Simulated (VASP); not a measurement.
# MoS2 (P-3m1) in VASP: further runs

Runs on MoS2. Level: PBEsol. Tasks: single point.

All numbers are computed with VASP 6.6.1; they aren't measurements. Logs are shortened: lines on timing, memory, paths and dates and some standing lists are left out, and cuts for length are marked.

### 1 The cell of the first run

The structure is trigonal, space group P-3m1 (No. 164). The conventional cell has a = 3.200 Å, b = 3.200 Å, c = 6.259 Å, α = 90.00°, β = 90.00°, γ = 120.00°. Within 3.3 Å of Mo (site symmetry -3m) lie 6 S at 2.40 Å and 6 Mo at 3.20 Å. Within 3.3 Å of S (site symmetry 3m) lie 3 Mo at 2.40 Å and 6 S at 3.20 Å.

### 2 Single point, PBEsol

Contents of INCAR:

```
  ALGO = Normal
  EDIFF = 1E-6
  ENCUT = 520
  GGA = PS
  ISIF = 2
  ISMEAR = 1
  LASPH = True
  LCHARG = False
  LREAL = False
  LWAVE = False
  NBANDS = 20
  NELM = 100
  PREC = Accurate
  SIGMA = 0.1
```

Contents of KPOINTS:

```
k-points
0
Gamma
  10 10 5
```

Contents of POSCAR:

```
MoS2
1.0
    3.2003421631      0.0000000000      0.0000000000
   -1.6001705857      2.7715769399      0.0000000000
    0.0000000000      0.0000000000      6.2594245004
Mo S
1 2
Direct
    0.0000000000      0.0000000000      0.5000000000
    0.3333333333      0.6666666667      0.2553190000
    0.6666666667      0.3333333333      0.7446810000
```

Potentials or basis: VASP PAW PBE potentials, release 64 (Mo_sv, S).

Launch:

```
cat potpaw_PBE.64/Mo_sv/POTCAR potpaw_PBE.64/S/POTCAR > POTCAR
mpirun -np 1 vasp_std > vasp.out
```

OUTCAR:

```text
EDIFF = 1E-6
   ENCUT = 520
   GGA = PS
   ISIF = 2
   ISMEAR = 1
   LASPH = True
   LREAL = False
   NELM = 100
   PREC = Accurate

 ion  position               nearest neighbor table
   1  0.000  0.000  0.500-   2 2.40   3 2.40   3 2.40   2 2.40   3 2.40   2 2.40
   2  0.333  0.667  0.255-   1 2.40   1 2.40   1 2.40
   3  0.667  0.333  0.745-   1 2.40   1 2.40   1 2.40

  LATTYP: Found a hexagonal cell.
 ALAT       =     3.2003421631
 C/A-ratio  =     1.9558610240

  Lattice vectors:

 A1 = (   3.2003421631,   0.0000000000,   0.0000000000)
 A2 = (  -1.6001705857,   2.7715769399,   0.0000000000)
 A3 = (   0.0000000000,   0.0000000000,   6.2594245004)

Analysis of symmetry for initial positions (statically):
=====================================================================
 Subroutine PRICEL returns:
 Original cell was already a primitive cell.

 Routine SETGRP: Setting up the symmetry group for a
 hexagonal supercell.

 Subroutine GETGRP returns: Found 12 space group operations
 (whereof 12 operations were pure point group operations)
 out of a pool of 24 trial point group operations.

The static configuration has the point symmetry D_3d.

Analysis of symmetry for dynamics (positions and initial velocities):
=====================================================================
 Subroutine PRICEL returns:
 Original cell was already a primitive cell.

 Routine SETGRP: Setting up the symmetry group for a
 hexagonal supercell.

 Subroutine GETGRP returns: Found 12 space group operations
 (whereof 12 operations were pure point group operations)
 out of a pool of 24 trial point group operations.

The dynamic configuration has the point symmetry D_3d.

 Subroutine INISYM returns: Found 12 space group operations
 (whereof 12 operations are pure point group operations),
 and found     1 'primitive' translations

----------------------------------------------------------------------------------------

                                     Primitive cell

  volume of cell :      55.5211

  direct lattice vectors                    reciprocal lattice vectors
     3.200342163  0.000000000  0.000000000     0.312466589  0.180402657  0.000000000
    -1.600170586  2.771576940  0.000000000     0.000000000  0.360805427  0.000000000
     0.000000000  0.000000000  6.259424500     0.000000000  0.000000000  0.159759096

  length of vectors
     3.200342163  3.200341331  6.259424500     0.360805333  0.360805427  0.159759096

  position of ions in fractional coordinates (direct lattice)
     0.000000000  0.000000000  0.500000000
     0.333333333  0.666666667  0.255319000
     0.666666667  0.333333333  0.744681000

  ion indices of the primitive-cell ions
   primitive index   ion index
                 1           1
                 2           2
                 3           3

----------------------------------------------------------------------------------------

 KPOINTS: k-points

Automatic generation of k-mesh.
 Grid dimensions read from file:
 generate k-points for:   10   10    5

 Generating k-lattice:

  Cartesian coordinates                     Fractional coordinates (reciprocal lattice)
     0.031246659  0.018040266  0.000000000     0.100000000  0.000000000  0.000000000
     0.000000000  0.036080543  0.000000000     0.000000000  0.100000000  0.000000000
     0.000000000  0.000000000  0.031951819     0.000000000  0.000000000  0.200000000

  Length of vectors
     0.036080533  0.036080543  0.031951819

  Shift w.r.t. Gamma in fractional coordinates (k-lattice)
     0.000000000  0.000000000  0.000000000

 Subroutine IBZKPT returns following result:
 ===========================================

 Found     58 irreducible k-points:

 Following reciprocal coordinates:
            Coordinates               Weight
  0.000000  0.000000  0.000000      1.000000
  0.100000 -0.000000  0.000000      6.000000
  0.200000 -0.000000  0.000000      6.000000
  0.300000 -0.000000  0.000000      6.000000
  0.400000 -0.000000  0.000000      6.000000
  0.500000 -0.000000  0.000000      3.000000
[... 16 lines left out ...]
  0.000000  0.400000  0.200000      6.000000
  0.500000 -0.000000  0.200000      6.000000
 [... further k-points ...]
   k-points           NKPTS =     58   k-points in BZ     NKDIM =     58   number of bands    NBANDS=     20
   number of dos      NEDOS =    301   number of ions     NIONS =      3
   total plane-waves  NPLWV =  27648
   dimension x,y,z NGX =    24 NGY =   24 NGZ =   48
   dimension x,y,z NGXF=    48 NGYF=   48 NGZF=   96
   ions per type =               1   2
   NGX,Y,Z   is equivalent  to a cutoff of  12.47, 12.47, 12.75 a.u.
   NGXF,Y,Z  is equivalent  to a cutoff of  24.93, 24.93, 25.50 a.u.
 SYSTEM =  unknown system
   PREC   = accura    normal or accurate (medium, high low for compatibility)
   ISTART =      0    job   : 0-new  1-cont  2-samecut
   ICHARG =      2    charge: 1-file 2-atom 10-const
   ISPIN  =      1    spin polarized calculation?
   LNONCOLLINEAR =      F non collinear calculations
   LSORBIT =      F    spin-orbit coupling
   LASPH  =      T    aspherical Exc in radial PAW
   ENCUT  =  520.0 eV  38.22 Ry    6.18 a.u.   5.95  5.95 11.64*2*pi/ulx,y,z
   NELM   =    100;   NELMIN=  2; NELMDL= -5     # of ELM steps
   EDIFF  = 0.1E-05   stopping-criterion for ELM
   LREAL  =      F    real-space projection
   EDIFFG = 0.1E-04   stopping-criterion for IOM
   NSW    =      0    number of steps for IOM
   IBRION =     -1    ionic relax: 0-MD 1-quasi-New 2-CG
   NFREE  =      0    steps in history (QN), initial steepest desc. (CG)
   ISIF   =      2    stress and relaxation
   ISYM   =      2    0-nonsym 1-usesym 2-fastsym
   POTIM  = 0.5000    time-step for ionic-motion
   TEBEG  =    0.0;   TEEND  =   0.0 temperature during run
   PSTRESS=    0.0 pullay stress
   NELECT =      26.0000    total number of electrons
   NUPDOWN=      -1.0000    fix difference up-down
   EMIN   =  10.00;   EMAX   =-10.00  energy-range for DOS
   EFERMI =   0.00;   METHOD = LEGACY
   ISMEAR =     1;   SIGMA  =   0.10  broadening in eV -4-tet -1-fermi 0-gaus
   EFERMI_NEDOS =   21; number of points for ismear=-14 and -15
   IALGO  =     38    algorithm
   IMIX   =      4    mixing-type and parameters
     AMIX     =   0.40;   BMIX     =  1.00
     AMIX_MAG =   1.60;   BMIX_MAG =  1.00
  volume/ion in A,a.u.               =      18.51       124.89
  Fermi-wavevector in a.u.,A,eV,Ry     =   1.271296  2.402401 21.989649  1.616194
  Thomas-Fermi vector in A             =   2.404237
   LORBIT       =      0    0 simple, 1 ext, 2 COOP (PROOUT), +10 PAW based schemes
   GGA     = PS    functional components
   LHFCALC =     F    Hartree Fock is set to
   AEXX    =    0.0000 exact exchange contribution
   IVDW    =     0    specifies the selected vdW correction
   LEPSILON=     F    determine dielectric tensor
   LRPA    =     F    only Hartree local field effects (RPA)
 non-spin polarized calculation
 Methfessel and Paxton  Order N= 1 SIGMA  =   0.10
  energy-cutoff  :      520.00
  volume of cell :       55.52
 maximum number of plane-waves:      1520
   NGX = 11   NGY = 11   NGZ = 23

 number of electron      25.9999999 magnetization

 Free energy of the ion-electron system (eV)
  ---------------------------------------------------
  ext. energy  EPLUGINS =         0.00000000
  ---------------------------------------------------
  free energy    TOTEN  =       -22.58574519 eV

  energy without entropy =      -22.58727206  energy(sigma->0) =      -22.58625414

 E-fermi :   7.2610     XC(G=0): -10.7481

 val. band max:        7.1728454936   @ k =   0.2000   0.2000   0.4000
 cond. band min:       7.2946928516   @ k =   0.1000  -0.0000   0.2000
 fundamental gap:      0.1218473580
 Fermi energy:         7.2609796814

 k-point     1 :       0.0000    0.0000    0.0000
  band No.  band energies     occupation
      1     -54.5265      2.00000
      2     -28.6136      2.00000
      3     -28.5580      2.00000
      4     -28.5580      2.00000
      5      -7.8347      2.00000
      6      -6.2939      2.00000
[... 12 lines left out ...]
     19      13.4458      0.00000
     20      16.7143      0.00000

 k-point     2 :       0.1000   -0.0000    0.0000
  band No.  band energies     occupation
      1     -54.5230      2.00000
      2     -28.6067      2.00000
      3     -28.5934      2.00000
      4     -28.5661      2.00000
      5      -7.6769      2.00000
      6      -6.2629      2.00000
[... 12 lines left out ...]
     19      13.9611      0.00000
     20      16.2744      0.00000

 k-point     3 :       0.2000   -0.0000    0.0000
  band No.  band energies     occupation
      1     -54.5141      2.00000
      2     -28.6854      2.00000
      3     -28.5881      2.00000
      4     -28.5872      2.00000
      5      -7.2379      2.00000
      6      -6.1769      2.00000
[... 12 lines left out ...]
     19      14.9148      0.00000
     20      15.9907      0.00000

 k-point     4 :       0.3000   -0.0000    0.0000
  band No.  band energies     occupation
      1     -54.5030      2.00000
      2     -28.7971      2.00000
      3     -28.6131      2.00000
      4     -28.5653      2.00000
      5      -6.6465      2.00000
      6      -6.0306      2.00000
[... 12 lines left out ...]
     19      14.4208      0.00000
     20      15.1051      0.00000

 k-point     5 :       0.4000   -0.0000    0.0000
  band No.  band energies     occupation
      1     -54.4940      2.00000
      2     -28.8860      2.00000
      3     -28.6339      2.00000
      4     -28.5467      2.00000
      5      -6.2551      2.00000
      6      -5.7002      2.00000
[... 12 lines left out ...]
     19      13.9504      0.00000
     20      15.0572      0.00000

 k-point     6 :       0.5000   -0.0000    0.0000
  band No.  band energies     occupation
      1     -54.4905      2.00000
      2     -28.9197      2.00000
      3     -28.6418      2.00000
      4     -28.5396      2.00000
      5      -6.1766      2.00000
      6      -5.4504      2.00000
[... 12 lines left out ...]
     19      14.1473      0.00000
     20      15.5271      0.00000

 k-point     7 :       0.1000    0.1000    0.0000
  band No.  band energies     occupation
      1     -54.5168      2.00000
      2     -28.6545      2.00000
      3     -28.5943      2.00000
      4     -28.5829      2.00000
      5      -7.3774      2.00000
      6      -6.2051      2.00000
[... 12 lines left out ...]
     19      15.0007      0.00000
     20      16.0694      0.00000
[... 277 lines left out ...]
 k-point    20 :       0.3000   -0.0000    0.2000
  band No.  band energies     occupation
      1     -54.5030      2.00000
      2     -28.7971      2.00000
      3     -28.6131      2.00000
      4     -28.5653      2.00000
      5      -6.6527      2.00000
      6      -6.0161      2.00000
[... 12 lines left out ...]
     19      13.9282      0.00000
     20      16.2910      0.00000

 k-point    21 :       0.0000    0.3000    0.2000
  band No.  band energies     occupation
      1     -54.5030      2.00000
      2     -28.7971      2.00000
      3     -28.6131      2.00000
      4     -28.5653      2.00000
      5      -6.5620      2.00000
      6      -6.1349      2.00000
[... 12 lines left out ...]
     19      14.9191      0.00000
     20      14.9783      0.00000

 k-point    22 :       0.4000   -0.0000    0.2000
  band No.  band energies     occupation
      1     -54.4940      2.00000
      2     -28.8860      2.00000
      3     -28.6339      2.00000
      4     -28.5467      2.00000
      5      -6.3113      2.00000
      6      -5.6210      2.00000
[... 12 lines left out ...]
     19      13.4796      0.00000
     20      15.9600      0.00000

 k-point    23 :       0.0000    0.4000    0.2000
  band No.  band energies     occupation
      1     -54.4940      2.00000
      2     -28.8860      2.00000
      3     -28.6339      2.00000
      4     -28.5467      2.00000
      5      -6.2196      2.00000
      6      -5.7457      2.00000
[... 12 lines left out ...]
     19      13.7941      0.00000
     20      14.8238      0.00000

 k-point    24 :       0.5000   -0.0000    0.2000
  band No.  band energies     occupation
      1     -54.4905      2.00000
      2     -28.9196      2.00000
      3     -28.6418      2.00000
      4     -28.5396      2.00000
      5      -6.2001      2.00000
      6      -5.4167      2.00000
[... 12 lines left out ...]
     19      13.6228      0.00000
     20      14.8684      0.00000

 [... further k-points ...]

------------------------ aborting loop because EDIFF is reached ----------------------------------------

  FORCE on cell =-STRESS in cart. coord.  units (eV):
  Direction    XX          YY          ZZ          XY          YZ          ZX
  --------------------------------------------------------------------------------------
  -------------------------------------------------------------------------------------
  Total       -0.5344485     -0.5344482      1.0789835     -0.0000001      0.0000000     -0.0000000
  in kB      -15.4226377    -15.4226302     31.1363443     -0.0000028      0.0000000     -0.0000000
  external PRESSURE =       0.0970255 kB  Pullay stress =       0.0000000 kB

 VOLUME and BASIS-vectors are now :
 -----------------------------------------------------------------------------
  energy-cutoff  :      520.00
  volume of cell :       55.52
      direct lattice vectors                 reciprocal lattice vectors
     3.200342163  0.000000000  0.000000000     0.312466589  0.180402657  0.000000000
    -1.600170586  2.771576940  0.000000000     0.000000000  0.360805427  0.000000000
     0.000000000  0.000000000  6.259424500     0.000000000  0.000000000  0.159759096

 POSITION                                       TOTAL-FORCE (eV/Angst)
 -----------------------------------------------------------------------------------
      0.00000      0.00000      3.12971        -0.000000      0.000000      0.000000
      0.00000      1.84772      1.59815         0.000000      0.000000     -0.438134
      1.60017      0.92386      4.66127         0.000000     -0.000000      0.438134
 -----------------------------------------------------------------------------------
    total drift:                                0.000000      0.000000      0.000000

  FREE ENERGIE OF THE ION-ELECTRON SYSTEM (eV)
  ---------------------------------------------------
  free  energy   TOTEN  =       -22.5857451854 eV

  energy  without entropy=      -22.5872720598  energy(sigma->0) =      -22.58625414
```

Run time: 81 s. Hardware: 1 thread of Intel Xeon 8259CL, shared host; peak memory 0.21 GiB.

What came out:

| Property | Result |
| --- | --- |
| Free energy | -22.5857 eV |
| Pressure | 0.0 GPa |
| Largest force | 0.438 eV/Å |
| Band gap on the k mesh | zero (bands 13 and 14 overlap by 0.76 eV) |

Forces in eV/Å, atoms in the order of the input:
```
Mo   0.000  0.000  0.000
S    0.000  0.000 -0.438
S    0.000  0.000  0.438
```

Stress tensor (GPa, compression positive):
```
-1.54  0.00  0.00
 0.00 -1.54  0.00
 0.00  0.00  3.11
```

Caveat: the PAW data sets were made with another functional, which shifts forces and pressure a little; this functional lacks dispersion, which binds the layers, so the pressure and a relaxed spacing across them are unreliable.

(Continued in part 2 of 3.)
